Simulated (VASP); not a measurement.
# InSe5 (P4/mmm) in VASP: a series of runs

Runs on InSe5. Level: PBE. Tasks: single point, relaxation of cell and atoms.

All numbers are computed with VASP 6.6.1; they aren't measurements. Logs are shortened: lines on timing, memory, paths and dates and some standing lists are left out, and cuts for length are marked.

### 1 The cell of the first run

The structure is tetragonal, space group P4/mmm (No. 123). The conventional cell has a = 4.183 Å, b = 4.183 Å, c = 9.611 Å, α = 90.00°, β = 90.00°, γ = 90.00°. Within 3.9 Å of In (site symmetry 4/mmm) lie 6 Se at 2.96 to 3.04 Å. Within 3.6 Å of Se (site symmetry mmm) lie 8 Se at 2.74 to 2.96 Å. Within 3.6 Å of Se (site symmetry 4mm) lie 5 Se at 2.74 to 3.54 Å and 1 In at 3.04 Å. Within 3.9 Å of Se (site symmetry 4/mmm) lie 4 In at 2.96 Å.

The cell was built from a structure type or drawn by symmetry, and may not be a known phase.

### 2 Single point, PBE

INCAR reads:

```
SYSTEM = InSe5
PREC     = Accurate       ! precision mode
ENCUT    = 520            ! plane-wave cutoff, eV
EDIFF    = 1E-7           ! SCF threshold, eV
ISMEAR   = 0              ! smearing method
SIGMA    = 0.1            ! smearing width, eV
LREAL    = .False.        ! projectors in reciprocal space
LASPH    = .True.         ! aspherical terms in the spheres
NELM     = 60             ! most SCF steps
ALGO     = Normal         ! electronic algorithm
ISIF     = 2              ! what is computed and relaxed
LWAVE    = .False.        ! write WAVECAR
LCHARG   = .False.        ! write CHGCAR
GGA      = PE             ! functional
NBANDS   = 30             ! bands
```

KPOINTS reads:

```
regular mesh
0
Gamma
  4 4 2
  0 0 0
```

POSCAR reads:

```
InSe5
1.0
    4.1825760526      0.0000000000      0.0000000000
    0.0000000000      4.1825760526      0.0000000000
    0.0000000000      0.0000000000      9.6112344137
In Se
1 5
Direct
    0.5000000000      0.5000000000      0.0000000000
    0.0000000000      0.5000000000      0.5000000000
    0.5000000000      0.0000000000      0.5000000000
    0.5000000000      0.5000000000      0.3159010342
    0.5000000000      0.5000000000      0.6840989658
    0.0000000000      0.0000000000      0.0000000000
```

Potentials or basis: VASP PAW PBE potentials, release 64 (In_d, Se).

Run with:

```sh
cat potpaw_PBE.64/In_d/POTCAR potpaw_PBE.64/Se/POTCAR > POTCAR
mpirun -np 1 vasp_std > vasp.out
```

OUTCAR:

```text
SYSTEM = InSe5
   PREC = Accurate
   ENCUT = 520
   EDIFF = 1E-7
   ISMEAR = 0
   LREAL = .False.
   LASPH = .True.
   NELM = 60
   ISIF = 2
   GGA = PE

 ion  position               nearest neighbor table
   1  0.500  0.500  0.000-   6 2.96   6 2.96   6 2.96   6 2.96   4 3.04   5 3.04
   2  0.000  0.500  0.500-   4 2.74   5 2.74   4 2.74   5 2.74
   3  0.500  0.000  0.500-   4 2.74   5 2.74   4 2.74   5 2.74
   4  0.500  0.500  0.316-   2 2.74   3 2.74   3 2.74   2 2.74   1 3.04
   5  0.500  0.500  0.684-   2 2.74   3 2.74   3 2.74   2 2.74   1 3.04
   6  0.000  0.000  0.000-   1 2.96   1 2.96   1 2.96   1 2.96

  LATTYP: Found a simple tetragonal cell.
 ALAT       =     4.1825760526
 C/A-ratio  =     2.2979222118

  Lattice vectors:

 A1 = (   4.1825760526,   0.0000000000,   0.0000000000)
 A2 = (   0.0000000000,   4.1825760526,   0.0000000000)
 A3 = (   0.0000000000,   0.0000000000,   9.6112344137)

Analysis of symmetry for initial positions (statically):
=====================================================================
 Subroutine PRICEL returns:
 Original cell was already a primitive cell.

 Routine SETGRP: Setting up the symmetry group for a
 simple tetragonal supercell.

 Subroutine GETGRP returns: Found 16 space group operations
 (whereof 16 operations were pure point group operations)
 out of a pool of 16 trial point group operations.

The static configuration has the point symmetry D_4h.

Analysis of symmetry for dynamics (positions and initial velocities):
=====================================================================
 Subroutine PRICEL returns:
 Original cell was already a primitive cell.

 Routine SETGRP: Setting up the symmetry group for a
 simple tetragonal supercell.

 Subroutine GETGRP returns: Found 16 space group operations
 (whereof 16 operations were pure point group operations)
 out of a pool of 16 trial point group operations.

The dynamic configuration has the point symmetry D_4h.

 Subroutine INISYM returns: Found 16 space group operations
 (whereof 16 operations are pure point group operations),
 and found     1 'primitive' translations

----------------------------------------------------------------------------------------

                                     Primitive cell

  volume of cell :     168.1384

  direct lattice vectors                    reciprocal lattice vectors
[... 84 lines left out ...]
   EDIFFG = 0.1E-05   stopping-criterion for IOM
   NSW    =      0    number of steps for IOM
   IBRION =     -1    ionic relax: 0-MD 1-quasi-New 2-CG
   NFREE  =      0    steps in history (QN), initial steepest desc. (CG)
   ISIF   =      2    stress and relaxation
   ISYM   =      2    0-nonsym 1-usesym 2-fastsym
   POTIM  = 0.5000    time-step for ionic-motion
   TEBEG  =    0.0;   TEEND  =   0.0 temperature during run
   PSTRESS=    0.0 pullay stress
   NELECT =      43.0000    total number of electrons
   NUPDOWN=      -1.0000    fix difference up-down
   EMIN   =  10.00;   EMAX   =-10.00  energy-range for DOS
   EFERMI =   0.00;   METHOD = LEGACY
   ISMEAR =     0;   SIGMA  =   0.10  broadening in eV -4-tet -1-fermi 0-gaus
   EFERMI_NEDOS =   21; number of points for ismear=-14 and -15
   IALGO  =     38    algorithm
   IMIX   =      4    mixing-type and parameters
     AMIX     =   0.40;   BMIX     =  1.00
     AMIX_MAG =   1.60;   BMIX_MAG =  1.00
  volume/ion in A,a.u.               =      28.02       189.11
  Fermi-wavevector in a.u.,A,eV,Ry     =   1.039143  1.963696 14.691821  1.079818
  Thomas-Fermi vector in A             =   2.173660
   LORBIT       =      0    0 simple, 1 ext, 2 COOP (PROOUT), +10 PAW based schemes
   GGA     = PE    functional components
   LHFCALC =     F    Hartree Fock is set to
   AEXX    =    0.0000 exact exchange contribution
   IVDW    =     0    specifies the selected vdW correction
   LEPSILON=     F    determine dielectric tensor
   LRPA    =     F    only Hartree local field effects (RPA)
 non-spin polarized calculation
 Gauss-broadening in eV      SIGMA  =   0.10
  energy-cutoff  :      520.00
  volume of cell :      168.14
 maximum number of plane-waves:      4552
 NGX is ok and might be reduce to    32
   NGX = 15   NGY = 15   NGZ = 35

 number of electron      43.0000008 magnetization

 Free energy of the ion-electron system (eV)
  ---------------------------------------------------
  ext. energy  EPLUGINS =         0.00000000
  ---------------------------------------------------
  free energy    TOTEN  =       -18.87806926 eV

  energy without entropy =      -18.85871972  energy(sigma->0) =      -18.86839449

 E-fermi :   3.1626     XC(G=0):  -8.8552

 val. band max:        3.1555336225   @ k =   0.2500   0.0000   0.0000
 cond. band min:       3.6501788475   @ k =   0.5000   0.2500   0.5000
 fundamental gap:      0.4946452250
 Fermi energy:         3.1625562416

 k-point     1 :       0.0000    0.0000    0.0000
  band No.  band energies     occupation
      1     -13.2081      2.00000
      2     -11.1846      2.00000
      3     -11.0101      2.00000
      4     -11.0101      2.00000
      5     -10.9973      2.00000
      6     -10.9793      2.00000
[... 385 lines left out ...]
     29       9.2364      0.00000
     30       9.2364      0.00000

------------------------ aborting loop because EDIFF is reached ----------------------------------------

  FORCE on cell =-STRESS in cart. coord.  units (eV):
  Direction    XX          YY          ZZ          XY          YZ          ZX
  --------------------------------------------------------------------------------------
  -------------------------------------------------------------------------------------
  Total        0.0188729      0.0188729      0.0086662      0.0000000      0.0000000      0.0000000
  in kB        0.1798387      0.1798387      0.0825795      0.0000000      0.0000000      0.0000000
  external PRESSURE =       0.1474190 kB  Pullay stress =       0.0000000 kB

 VOLUME and BASIS-vectors are now :
 -----------------------------------------------------------------------------
  energy-cutoff  :      520.00
  volume of cell :      168.14
      direct lattice vectors                 reciprocal lattice vectors
     4.182576053  0.000000000  0.000000000     0.239087105  0.000000000  0.000000000
     0.000000000  4.182576053  0.000000000     0.000000000  0.239087105  0.000000000
     0.000000000  0.000000000  9.611234414     0.000000000  0.000000000  0.104044908

 POSITION                                       TOTAL-FORCE (eV/Angst)
 -----------------------------------------------------------------------------------
      2.09129      2.09129      0.00000         0.000000      0.000000     -0.000000
      0.00000      2.09129      4.80562         0.000000      0.000000     -0.000000
      2.09129      0.00000      4.80562         0.000000      0.000000     -0.000000
      2.09129      2.09129      3.03620         0.000000      0.000000      0.018342
      2.09129      2.09129      6.57504         0.000000     -0.000000     -0.018342
      0.00000      0.00000      0.00000         0.000000      0.000000     -0.000000
 -----------------------------------------------------------------------------------
    total drift:                                0.000000     -0.000000     -0.000000

  FREE ENERGIE OF THE ION-ELECTRON SYSTEM (eV)
  ---------------------------------------------------
  free  energy   TOTEN  =       -18.8780692636 eV

  energy  without entropy=      -18.8587197216  energy(sigma->0) =      -18.86839449
```

Wall time 46 s (1 thread of Intel Xeon Platinum 8488C (Sapphire Rapids), shared host); peak memory 0.28 GiB.

Results:

| Quantity | Value |
| --- | --- |
| Free energy | -18.8781 eV |
| Pressure | 0.0 GPa |
| Largest force | 0.018 eV/Å |
| Band gap on the k mesh | zero (an odd number of electrons rules out a gap without spin polarisation) |

Forces in eV/Å, atoms in the order of the input:
```
In   0.000  0.000  0.000
Se   0.000  0.000  0.000
Se   0.000  0.000  0.000
Se   0.000  0.000  0.018
Se   0.000  0.000 -0.018
Se   0.000  0.000  0.000
```

Caveat: the k points lie up to 0.38 Å⁻¹ apart, too coarse for converged energies and pressures of a metal; spin-orbit coupling is left out, which moves the levels of the heavy elements.

### 3 Single point, PBE

This run uses another cell than the first one, of 29.79 Å³/atom.

INCAR reads:

```
  PREC = Accurate
  ENCUT = 520
  EDIFF = 1E-6
  ISMEAR = 0
  SIGMA = 0.1
  LREAL = False
  LASPH = True
  NELM = 60
  ALGO = Normal
  ISIF = 2
  LWAVE = False
  LCHARG = True
  GGA = PE
  LELF = True
  LVHAR = True
  NBANDS = 30
```

KPOINTS reads:

```
Automatic mesh
0
Gamma
  4 4 2
```

POSCAR reads:

```
InSe5
1.0
    4.6903429900      0.0000000000      0.0000000000
    0.0000000000      4.6903429900      0.0000000000
    0.0000000000      0.0000000000      8.1259973400
In Se
1 5
Direct
    0.5000000000      0.5000000000      0.0000000000
    0.0000000000      0.5000000000      0.5000000000
    0.5000000000      0.0000000000      0.5000000000
    0.5000000000      0.5000000000      0.3460903400
    0.5000000000      0.5000000000      0.6539096600
    0.0000000000      0.0000000000      0.0000000000
```

Potentials or basis: VASP PAW PBE potentials, release 64 (In_d, Se).

Run with:

```sh
cat potpaw_PBE.64/In_d/POTCAR potpaw_PBE.64/Se/POTCAR > POTCAR
mpirun -np 1 vasp_std > vasp.out
```

Wall time 45 s (1 thread of Intel Xeon Platinum 8488C (Sapphire Rapids), shared host); peak memory 0.28 GiB.

The run converged. Its results:

* Free energy: -17.6598 eV
* Pressure: 1.4 GPa
* Largest force: 1.871 eV/Å
* Band gap on the k mesh: zero (an odd number of electrons rules out a gap without spin polarisation)

Forces in eV/Å, atoms in the order of the input:
```
In   0.000  0.000  0.000
Se   0.000  0.000  0.000
Se   0.000  0.000  0.000
Se   0.000  0.000 -1.871
Se   0.000  0.000  1.871
Se   0.000  0.000  0.000
```

Stress tensor (GPa, compression positive):
```
-0.85  0.00  0.00
 0.00 -0.85  0.00
 0.00  0.00  5.80
```

Levels at points of the mesh, in eV from the Fermi level:
```tsv
k point	band 18	band 19	band 20	band 21	band 22	band 23	band 24	band 25	band 26	band 27
(0.00, 0.00, 0.00)	-1.59	-1.30	-1.00	-1.00	-0.72	-0.72	0.86	2.78	2.78	5.29
(0.50, 0.00, 0.00)	-1.98	-0.94	-0.57	-0.37	-0.32	-0.09	1.26	2.14	2.26	2.51
(0.50, 0.50, 0.00)	-1.28	-1.28	-1.02	-0.99	-0.34	0.93	0.96	2.49	2.49	5.00
(0.00, 0.00, 0.50)	-1.61	-0.79	-0.79	-0.72	-0.72	-0.44	2.37	2.84	2.84	4.90
(0.50, 0.00, 0.50)	-1.88	-0.92	-0.38	-0.25	-0.22	0.35	1.77	2.89	2.92	3.14
(0.50, 0.50, 0.50)	-1.71	-1.71	-0.99	-0.22	0.58	0.96	2.14	2.49	2.49	4.58
```

Caveat: the k points lie up to 0.39 Å⁻¹ apart, too coarse for converged energies and pressures of a metal; spin-orbit coupling is left out, which moves the levels of the heavy elements; forces of over 1 eV/Å act on the atoms, so gaps and moduli don't describe the material at rest.

### 4 Relaxation of cell and atoms, PBE

This run uses another cell than the first one, of 29.79 Å³/atom.

INCAR reads:

```
ALGO = Normal
EDIFF = 1E-6
EDIFFG = -0.04
ENCUT = 600
GGA = PE
IBRION = 2
ISIF = 3
ISMEAR = 0
LASPH = True
LCHARG = False
LREAL = False
LWAVE = False
NELM = 80
NSW = 90
PREC = Accurate
SIGMA = 0.1
```

KPOINTS reads:

```
k-points
0
Gamma
  4 4 2
```

POSCAR is that of step 3.

Run with:

```sh
cat potpaw_PBE.64/In_d/POTCAR potpaw_PBE.64/Se/POTCAR > POTCAR
mpirun -np 1 vasp_std > vasp.out
```

Wall time 8.5 min (1 thread of Intel Xeon Platinum 8488C (Sapphire Rapids), shared host); peak memory 0.37 GiB.

The run converged. Its results:

```
Free energy                           : -18.8774 eV
Relaxed volume                        : 28.14 Å³/atom
Relaxed cell                          : a = 4.182 Å, b = 4.182 Å, c = 9.653 Å, α = 90.00°, β = 90.00°, γ = 90.00°
Space group after relaxing (to 0.1 Å) : P4/mmm (No. 123)
Energy gained by relaxing             : 202.9 meV/atom
Ionic steps                           : 14
Pressure after relaxing               : -0.1 GPa
Largest force after relaxing          : 0.032 eV/Å
Band gap on the k mesh                : zero (an odd number of electrons rules out a gap without spin polarisation)
```

Forces in eV/Å, atoms in the order of the input:
```
In   0.000  0.000  0.000
Se   0.000  0.000  0.000
Se   0.000  0.000  0.000
Se   0.000  0.000  0.032
Se   0.000  0.000 -0.032
Se   0.000  0.000  0.000
```

Stress tensor (GPa, compression positive):
```
-0.05  0.00  0.00
 0.00 -0.05  0.00
 0.00  0.00 -0.21
```

Step by step:
```
step  energy change (eV)  largest force (eV/Å)  pressure (GPa)  volume (Å³)
   1              0.0000                1.8704            1.37       178.77
   2             -0.4729                0.8261           -1.87       185.23
   3             -0.6003                0.0751           -3.60       190.30
   4             -0.9808                0.0075           -2.20       178.87
   5             -0.8929                0.3604            5.32       150.75
   6             -1.1988                0.0788            0.07       166.67
   7             -1.2028                0.0645            0.55       164.66
   8             -1.2028                0.0695            0.43       165.17
   9             -1.2107                0.1212            0.11       166.23
  10             -1.2124                0.1642           -0.12       167.10
  11             -1.2147                0.1001            0.09       166.84
  12             -1.2152                0.0593            0.22       166.68
  13             -1.2169                0.0451            0.05       167.73
  14             -1.2174                0.0318           -0.11       168.81
```

Final structure:
```
In Se
1.0
     4.18179    0.00000    0.00000
     0.00000    4.18179    0.00000
     0.00000    0.00000    9.65327
In Se
1 5
Direct
  0.50000 0.50000 0.00000
  0.00000 0.50000 0.50000
  0.50000 0.00000 0.50000
  0.50000 0.50000 0.31626
  0.50000 0.50000 0.68374
  0.00000 0.00000 0.00000
```

Levels at points of the mesh, in eV from the Fermi level:
| k point | band 19 | band 20 | band 21 | band 22 | band 23 | band 24 |
| --- | --- | --- | --- | --- | --- | --- |
| (0.00, 0.00, 0.00) | -1.73 | -1.64 | -1.25 | -0.35 | -0.35 | 0.64 |
| (0.50, 0.00, 0.00) | -1.64 | -1.07 | -0.73 | -0.55 | 1.10 | 1.15 |
| (0.50, 0.50, 0.00) | -1.42 | -1.42 | -0.77 | 1.24 | 1.78 | 1.78 |
| (0.00, 0.00, 0.50) | -1.52 | -1.52 | -0.91 | -0.39 | -0.39 | 0.78 |
| (0.50, 0.00, 0.50) | -1.79 | -0.73 | -0.49 | -0.03 | 0.58 | 1.21 |
| (0.50, 0.50, 0.50) | -1.62 | -0.74 | -0.65 | 0.85 | 1.24 | 1.99 |

Caveat: the k points lie up to 0.38 Å⁻¹ apart in the final cell, too coarse for converged energies and pressures of a metal; a cell axis changed by over 15 % at a fixed basis, so the end point is rough; spin-orbit coupling is left out, which moves the levels of the heavy elements.

### 5 Single point, PBE

INCAR reads:

```
SYSTEM = InSe5
ALGO = Normal
EDIFF = 1E-7
ENCUT = 520
GGA = PE
ISIF = 2
ISMEAR = 0
LASPH = .True.
LCHARG = .True.
LELF = .True.
LREAL = .False.
LVHAR = .True.
LWAVE = .False.
NBANDS = 30
NELM = 100
PREC = Accurate
SIGMA = 0.1
```

KPOINTS reads:

```
k-points
0
Gamma
  10 10 4
  0 0 0
```

POSCAR reads:

```
InSe5
1.0
    4.1833871732      0.0000000000      0.0000000000
    0.0000000000      4.1833871732      0.0000000000
    0.0000000000      0.0000000000      9.6207581290
In Se
1 5
Direct
    0.5000000000      0.5000000000      0.0000000000
    0.0000000000      0.5000000000      0.5000000000
    0.5000000000      0.0000000000      0.5000000000
    0.5000000000      0.5000000000      0.3146205404
    0.5000000000      0.5000000000      0.6853794596
    0.0000000000      0.0000000000      0.0000000000
```

Run with:

```sh
cat potpaw_PBE.64/In_d/POTCAR potpaw_PBE.64/Se/POTCAR > POTCAR
mpirun -np 1 vasp_std > vasp.out
```

Wall time 3.2 min (1 thread of Intel Xeon Platinum 8488C (Sapphire Rapids), shared host); peak memory 0.43 GiB.

The run converged. Its results:

| Property | Result |
| --- | --- |
| Free energy | -18.7472 eV |
| Pressure | 0.0 GPa |
| Largest force | 0.005 eV/Å |
| Band gap on the k mesh | zero (an odd number of electrons rules out a gap without spin polarisation) |

Forces on the atoms (eV/Å):
```
In   0.000  0.000  0.000
Se   0.000  0.000  0.000
Se   0.000  0.000  0.000
Se   0.000  0.000 -0.005
Se   0.000  0.000  0.005
Se   0.000  0.000  0.000
```

Levels at points of the mesh, in eV from the Fermi level:
```
           k point  band 19  band 20  band 21  band 22  band 23  band 24
(0.00, 0.00, 0.00)    -1.87    -1.68    -1.31    -0.40    -0.40     0.52
(0.50, 0.00, 0.00)    -1.72    -1.25    -0.92    -0.64     0.97     1.00
(0.50, 0.50, 0.00)    -1.52    -1.52    -0.96     1.20     1.66     1.66
(0.00, 0.00, 0.50)    -1.65    -1.65    -1.05    -0.44    -0.44     0.71
(0.50, 0.00, 0.50)    -1.87    -0.92    -0.63    -0.13     0.44     1.09
(0.50, 0.50, 0.50)    -1.73    -0.94    -0.72     0.68     1.20     1.88
```

Caveat: spin-orbit coupling is left out, which moves the levels of the heavy elements.

### 6 Overview

```csv
task,cell,k mesh,cutoff (eV),gap on the mesh (eV),pressure (GPa),largest force (eV/Å)
single point,"a = 4.183, b = 4.183, c = 9.611 Å, 6 atoms, atomic positions A",4 × 4 × 2,520,none,0.0,0.02
single point,"a = 4.690, b = 4.690, c = 8.126 Å, 6 atoms, atomic positions B",4 × 4 × 2,520,none,1.4,1.87
relaxation of cell and atoms,"relaxed from a = 4.690, b = 4.690, c = 8.126 Å, 6 atoms, atomic positions B",4 × 4 × 2,600,none,-0.1,0.03
single point,"a = 4.183, b = 4.183, c = 9.621 Å, 6 atoms, atomic positions C",10 × 10 × 4,520,none,0.0,-
```

Alike in all rows: level PBE; potentials or basis VASP PAW PBE potentials, release 64 (In_d, Se); no spin polarisation; smearing gaussian 0.1 eV.

Caveats: some runs use coarse meshes; spin-orbit coupling is left out, which moves the levels of the heavy elements; forces of over 1 eV/Å act on the atoms, so gaps and moduli don't describe the material at rest (at least some runs); a cell axis changed by over 15 % at a fixed basis, so the end point is rough (at least some runs).

Total energies depend on the potentials used, so only differences within one code and one set of settings carry meaning.
